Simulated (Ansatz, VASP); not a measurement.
**C in VASP and in Ansatz**

Contents of INCAR:

```
SYSTEM = C
PREC = Accurate ; ENCUT = 520
EDIFF = 1E-7 ; ISMEAR = 0
SIGMA = 0.15 ; LREAL = .FALSE.
LASPH = .TRUE. ; NELM = 60
ALGO = Normal ; ISIF = 2
LWAVE = .FALSE. ; LCHARG = .TRUE.
GGA = PE ; LELF = .TRUE.
LVHAR = .TRUE. ; NBANDS = 16
```

KPOINTS

```
Automatic mesh
0
G
  21 21 6
  0 0 0
```

File POSCAR:

```
C
1.0
    1.3457150790     -2.1511654986      0.0000000000
    1.3457150790      2.1511654986      0.0000000000
    0.0000000000      0.0000000000      8.7686576894
C
4
Direct
    0.0833329406      0.9166670594      0.7503043452
    0.5833329406      0.4166670594      0.2496956548
    0.9166670594      0.0833329406      0.2496956548
    0.4166670594      0.5833329406      0.7503043452
```

Input for Ansatz:

```yaml
crystal:
  lattice:
    - [1.345715079, -2.1511654986, 0.0]
    - [1.345715079, 2.1511654986, 0.0]
    - [0.0, 0.0, 8.7686576894]
  atoms:
    - { symbol: C, position: [0.0833329406, 0.9166670594, 0.7503043452] }
    - { symbol: C, position: [0.5833329406, 0.4166670594, 0.2496956548] }
    - { symbol: C, position: [0.9166670594, 0.0833329406, 0.2496956548] }
    - { symbol: C, position: [0.4166670594, 0.5833329406, 0.7503043452] }
basis:
  ecutwfc: 520.0
kpoints:
  mp_grid: { grid: [21, 21, 6] }
hamiltonian:
  xc: pbe
  pseudopotentials: { kind: paw, azcp: { folder: soft_1 } }
scf:
  occupations: { method: gaussian, width: 0.15 }
output:
  forces: true
  stress: true
  eigenvalues: true
```

Change from the starting cell: volume 12.692 Å^3 an atom, stretch along a over the lengths across it, relative to the relaxed cell 1.0835.

Alike in both runs: task single point; functional PBE; k mesh 21 × 21 × 6; occupations gaussian, width 0.15 eV; no spin polarisation.

|  | VASP | Ansatz |
| --- | --- | --- |
| version | VASP 6.6.1 | Ansatz 0.2.0 |
| potentials or method | VASP PAW PBE potentials, release 64 (C), cutoff 520 eV | scalar-relativistic, plane waves, PAW |
| valence electrons in the cell | 16 | 16 |

Ansatz gave:

| Property | Result |
| --- | --- |
| gap on the k mesh at the Fermi level (eV) | 0.68 |
| least direct gap on the mesh (eV) | 0.71 |
| pressure (GPa) | -23.1 |
| traceless stress, the component that is largest in VASP (GPa) | -32.76 |
| rms of the force components (eV/Å) | 0.111 |

Problem. Which values does VASP return?

Solution. gap on the k mesh at the Fermi level (eV): 0.68; least direct gap on the mesh (eV): 0.71; pressure (GPa): -22.8; traceless stress, the component that is largest in VASP (GPa): -32.71; rms of the force components (eV/Å): 0.123.

Atom by atom the forces differ by 0.012 eV/Å (rms over components).
